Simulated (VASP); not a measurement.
# La4Mg2InGe4 (P1) in VASP: relaxation of the atoms with PBEsol

Aim: the relaxation of the atoms of La4Mg2InGe4 with PBEsol.

All numbers are computed with VASP 6.6.1; they aren't measurements. Logs are shortened: lines on timing, memory, paths and dates and some standing lists are left out, and cuts for length are marked.

## (1) The cell of the first run

The typed cell holds 11 atoms: a = 4.372 Å, b = 7.974 Å, c = 7.122 Å, α = 70.76°, β = 90.86°, γ = 105.11°.

## (2) Relaxation of the atoms, PBEsol

INCAR

```
ALGO = Normal ; EDIFF = 1E-6
EDIFFG = -0.03 ; ENCUT = 520
GGA = PS ; IBRION = 2
ISIF = 2 ; ISMEAR = 1
LASPH = T ; LCHARG = F
LREAL = F ; LWAVE = F
NELM = 100 ; NSW = 60
PREC = Accurate ; SIGMA = 0.0324
```

KPOINTS

```
Automatic mesh
0
Gamma
  4 3 3
  0.5 0 0.5
```

POSCAR

```
La4Mg2InGe4
1.0
    0.0302822100      4.3713147700      0.0439741200
    7.6821145600     -2.1300143300     -0.1873455300
    2.2564099200     -0.0549372700     -6.7549646000
La Mg In Ge
4 2 1 4
Direct
    0.3399470000      0.6947530000      0.9477070000
    0.6525440000      0.3089300000      0.0571990000
    0.5943840000      0.1766870000      0.6211440000
    0.4090230000      0.8335040000      0.3714380000
    0.2132500000      0.4338740000      0.3756820000
    0.7814680000      0.5608110000      0.6285330000
    0.9944230000      0.9994250000      0.0024040000
    0.0668770000      0.1296280000      0.3385820000
    0.9269490000      0.8696260000      0.6537970000
    0.2190880000      0.4250760000      0.7146620000
    0.8013530000      0.5787630000      0.2806370000
```

Potentials or basis: VASP PAW PBE potentials, release 64 (La, Mg, In_d, Ge_d).

Launch:

```bash
cat potpaw_PBE.64/La/POTCAR potpaw_PBE.64/Mg/POTCAR potpaw_PBE.64/In_d/POTCAR potpaw_PBE.64/Ge_d/POTCAR > POTCAR
mpirun -np 1 vasp_std > vasp.out
```

OUTCAR:

```text
EDIFF = 1E-6
   EDIFFG = -0.03
   ENCUT = 520
   GGA = PS
   IBRION = 2
   ISIF = 2
   ISMEAR = 1
   LASPH = T
   LREAL = F
   NELM = 100
   NSW = 60
   PREC = Accurate

 ion  position               nearest neighbor table
   1  0.340  0.695  0.948-   9 2.98   5 3.03   9 3.05  10 3.06  11 3.10  11 3.15   7 3.30   7 3.35
                             6 3.51   4 3.52   2 3.54   2 3.57   6 3.58   3 3.66
   2  0.653  0.309  0.057-   8 2.95   8 3.00  11 3.01   6 3.02  10 3.11  10 3.23   7 3.32   7 3.38
                             5 3.49   5 3.53   1 3.54   1 3.57   3 3.58   4 3.59
   3  0.594  0.177  0.621-   6 2.98   5 3.06   8 3.07   5 3.08   8 3.08   9 3.10  10 3.11  10 3.13
                            11 3.23   9 3.24   7 3.32   7 3.46   2 3.58   4 3.65   1 3.66
   4  0.409  0.834  0.371-   9 3.03   8 3.06   9 3.07   5 3.07  11 3.10   6 3.14   8 3.17   6 3.17
                            11 3.19  10 3.27   7 3.28   7 3.37   1 3.52   2 3.59   3 3.65
   5  0.213  0.434  0.376-  11 2.36  10 2.39   8 2.44  11 2.53   1 3.03   3 3.06   4 3.07   3 3.08
                             6 3.18   6 3.19   2 3.49   2 3.53
   6  0.781  0.561  0.629-  10 2.41  10 2.41  11 2.44   9 2.44   3 2.98   2 3.02   4 3.14   4 3.17
                             5 3.18   5 3.19   1 3.51   1 3.58
   7  0.994  0.999  0.002-   8 2.89   9 2.97  11 3.18  10 3.23   4 3.28   1 3.30   3 3.32   2 3.32
                             1 3.35   4 3.37   2 3.38   3 3.46
   8  0.067  0.130  0.339-   5 2.44   9 2.45   7 2.89   2 2.95   2 3.00   4 3.06   3 3.07   3 3.08
                             4 3.17
   9  0.927  0.870  0.654-   6 2.44   8 2.45   7 2.97   1 2.98   4 3.03   1 3.05   4 3.07   3 3.10
                             3 3.24
  10  0.219  0.425  0.715-   5 2.39   6 2.41   6 2.41   1 3.06   3 3.11   2 3.11   3 3.13   7 3.23
                             2 3.23   4 3.27
  11  0.801  0.579  0.281-   5 2.36   6 2.44   5 2.53   2 3.01   4 3.10   1 3.10   1 3.15   7 3.18
                             4 3.19   3 3.23

  LATTYP: Found a triclinic cell.
 ALAT       =     7.9741421800
 B/A-ratio  =     0.8931462116
 C/A-ratio  =     0.5482270986
 COS(alpha) =     0.0150589477
 COS(beta)  =     0.2606582832
 COS(gamma) =     0.3295602347

  Lattice vectors:

 A1 = (  -7.6821145600,   2.1300143300,   0.1873455300)
 A2 = (  -2.2564099200,   0.0549372700,   6.7549646000)
 A3 = (   0.0302822100,   4.3713147700,   0.0439741200)

Analysis of symmetry for initial positions (statically):
=====================================================================
 Subroutine PRICEL returns:
 Original cell was already a primitive cell.

 Routine SETGRP: Setting up the symmetry group for a
 triclinic supercell.

 Subroutine GETGRP returns: Found  1 space group operations
 (whereof  1 operations were pure point group operations)
 out of a pool of  2 trial point group operations.

The static configuration has the point symmetry C_1 .

Analysis of symmetry for dynamics (positions and initial velocities):
[... 134 lines left out ...]
   NUPDOWN=      -1.0000    fix difference up-down
   EMIN   =  10.00;   EMAX   =-10.00  energy-range for DOS
   EFERMI =   0.00;   METHOD = LEGACY
   ISMEAR =     1;   SIGMA  =   0.03  broadening in eV -4-tet -1-fermi 0-gaus
   EFERMI_NEDOS =   21; number of points for ismear=-14 and -15
   IALGO  =     38    algorithm
   IMIX   =      4    mixing-type and parameters
     AMIX     =   0.40;   BMIX     =  1.00
     AMIX_MAG =   1.60;   BMIX_MAG =  1.00
  volume/ion in A,a.u.               =      20.51       138.41
  Fermi-wavevector in a.u.,A,eV,Ry     =   1.315261  2.485483 23.536877  1.729912
  Thomas-Fermi vector in A             =   2.445456
   LORBIT       =      0    0 simple, 1 ext, 2 COOP (PROOUT), +10 PAW based schemes
   GGA     = PS    functional components
   LHFCALC =     F    Hartree Fock is set to
   AEXX    =    0.0000 exact exchange contribution
   IVDW    =     0    specifies the selected vdW correction
   LEPSILON=     F    determine dielectric tensor
   LRPA    =     F    only Hartree local field effects (RPA)
 conjugate gradient relaxation of ions
 non-spin polarized calculation
 Methfessel and Paxton  Order N= 1 SIGMA  =   0.03
  energy-cutoff  :      520.00
  volume of cell :      225.62
 maximum number of plane-waves:      6102
 NGX is ok and might be reduce to    36
   NGX = 17   NGY = 29   NGZ = 27

--------------------------------------- Ionic step        1  -------------------------------------------

 number of electron     116.9999992 magnetization

 Free energy of the ion-electron system (eV)
  ---------------------------------------------------
  ext. energy  EPLUGINS =         0.00000000
  ---------------------------------------------------
  free energy    TOTEN  =       -52.13219201 eV

  energy without entropy =      -52.13262738  energy(sigma->0) =      -52.13233713

------------------------ aborting loop because EDIFF is reached ----------------------------------------

  FORCE on cell =-STRESS in cart. coord.  units (eV):
  Direction    XX          YY          ZZ          XY          YZ          ZX
  --------------------------------------------------------------------------------------
  -------------------------------------------------------------------------------------
  Total       24.6208007     23.5290388     25.9799655     -1.8931707     -2.5842830      0.2105913
  in kB      174.8389928    167.0860950    184.4907906    -13.4439190    -18.3516951      1.4954658
  external PRESSURE =     175.4719595 kB  Pullay stress =       0.0000000 kB
[... 116 lines left out ...]
  FREE ENERGIE OF THE ION-ELECTRON SYSTEM (eV)
  ---------------------------------------------------
  free  energy   TOTEN  =       -53.2022861938 eV

  energy  without entropy=      -53.2017140302  energy(sigma->0) =      -53.20209547

[... ionic steps 4 to 9 ...]

--------------------------------------- Ionic step       10  -------------------------------------------

 number of electron     117.0000007 magnetization

------------------------ aborting loop because EDIFF is reached ----------------------------------------
[... 85 lines left out ...]
--------------------------------------- Ionic step       12  -------------------------------------------

 number of electron     117.0000013 magnetization

 Free energy of the ion-electron system (eV)
  ---------------------------------------------------
  ext. energy  EPLUGINS =         0.00000000
  ---------------------------------------------------
  free energy    TOTEN  =       -53.43558494 eV

  energy without entropy =      -53.43637832  energy(sigma->0) =      -53.43584940

 E-fermi :   9.1766     XC(G=0): -11.2127

 val. band max:        9.1542801253   @ k =  -0.3750   0.3333   0.5000
 cond. band min:       9.2080010974   @ k =   0.3750   0.0000   0.1667
 fundamental gap:      0.0537209721
 Fermi energy:         9.1766103824

 k-point     1 :       0.1250   -0.0000    0.1667
  band No.  band energies     occupation
      1     -23.0574      2.00000
      2     -22.9428      2.00000
      3     -22.8909      2.00000
      4     -22.8552      2.00000
      5     -14.9903      2.00000
      6     -14.8921      2.00000
[... 1341 lines left out ...]
  FREE ENERGIE OF THE ION-ELECTRON SYSTEM (eV)
  ---------------------------------------------------
  free  energy   TOTEN  =       -53.4355849416 eV

  energy  without entropy=      -53.4363783214  energy(sigma->0) =      -53.43584940

 reached required accuracy - stopping structural energy minimisation
```

OSZICAR:

```text
N       E                     dE             d eps       ncg     rms          rms(c)
DAV:   1     0.155827903186E+04    0.15583E+04   -0.44400E+04  2600   0.337E+03
DAV:   2     0.530857053257E+03   -0.10274E+04   -0.95254E+03  2792   0.819E+02
DAV:   3     0.350600489343E+02   -0.49580E+03   -0.48742E+03  3832   0.357E+02
[... 136 lines left out ...]
DAV:   4    -0.534355479275E+02   -0.63334E-05   -0.51575E-04  4152   0.367E-01    0.334E-02
DAV:   5    -0.534355631134E+02   -0.15186E-04   -0.32546E-04  4384   0.235E-01    0.110E-02
DAV:   6    -0.534355838364E+02   -0.20723E-04   -0.21690E-04  4704   0.919E-02    0.930E-03
DAV:   7    -0.534355847642E+02   -0.92771E-06   -0.14876E-05  3488   0.654E-02    0.427E-03
DAV:   8    -0.534355849416E+02   -0.17745E-06   -0.26375E-06  2104   0.328E-02
  12 F= -.53435585E+02 E0= -.53435849E+02  d E =-.125396E-02
```

It took 34 min on 1 thread of Intel Xeon 6975P-C (Granite Rapids), shared host; peak memory 0.57 GiB.

What came out:

* Free energy: -53.4356 eV
* Energy gained by relaxing: 118.5 meV/atom
* Ionic steps: 12
* Pressure after relaxing: 16.2 GPa
* Largest force after relaxing: 0.030 eV/Å
* Band gap on the k mesh: zero (an odd number of electrons rules out a gap without spin polarisation)

Forces on the atoms (eV/Å):
```
La  -0.006  0.002  0.029
La   0.012 -0.005 -0.017
La  -0.008  0.000 -0.019
La   0.016 -0.006  0.011
Mg  -0.001  0.000 -0.026
Mg   0.001  0.012  0.017
In  -0.004 -0.007  0.002
Ge   0.004  0.007 -0.017
Ge  -0.012 -0.013  0.019
Ge   0.011 -0.008 -0.004
Ge  -0.012  0.019  0.006
```

Stress tensor (GPa, compression positive):
```
16.91 -0.99  1.35
-0.99 15.47 -1.99
 1.35 -1.99 16.21
```

Step by step:
```
step  energy change (eV)  largest force (eV/Å)  pressure (GPa)
   1              0.0000                2.8779           17.55
   2             -0.8433                1.4958           16.62
   3             -1.0701                1.2791           16.61
   4             -1.2435                0.4042           16.36
   5             -1.2601                0.3371           16.35
   6             -1.2850                0.1639           16.27
   7             -1.2900                0.1590           16.24
   8             -1.2966                0.0981           16.20
   9             -1.2987                0.1033           16.19
  10             -1.3019                0.0592           16.20
  11             -1.3021                0.0798           16.21
  12             -1.3034                0.0297           16.19
```

Final structure:
```
La Mg In Ge
1.0
     0.03028    4.37131    0.04397
     7.68211   -2.13001   -0.18735
     2.25641   -0.05494   -6.75496
La Mg In Ge
4 2 1 4
Cartesian
  7.4794 -0.0112 -6.3752
  2.5008 2.1934 -0.5142
  2.6914 2.1579 -4.2584
  7.2889 0.0246 -2.6295
  4.1888 0.0028 -2.5853
  5.7920 2.1761 -4.3022
  2.2632 -0.0556 -6.7502
  1.6583 -0.0175 -2.3027
  8.3230 2.2005 -4.5870
  4.6712 -0.0242 -5.2019
  5.3098 2.2039 -1.6867
```

Caveat: the k points lie up to 0.37 Å⁻¹ apart, too coarse for converged energies and pressures of a metal; the PAW data sets were made with another functional, which shifts forces and pressure a little; spin-orbit coupling is left out, which moves the levels of the heavy elements.

The gap in the log of VASP goes by the Fermi energy; the results here count the filled bands.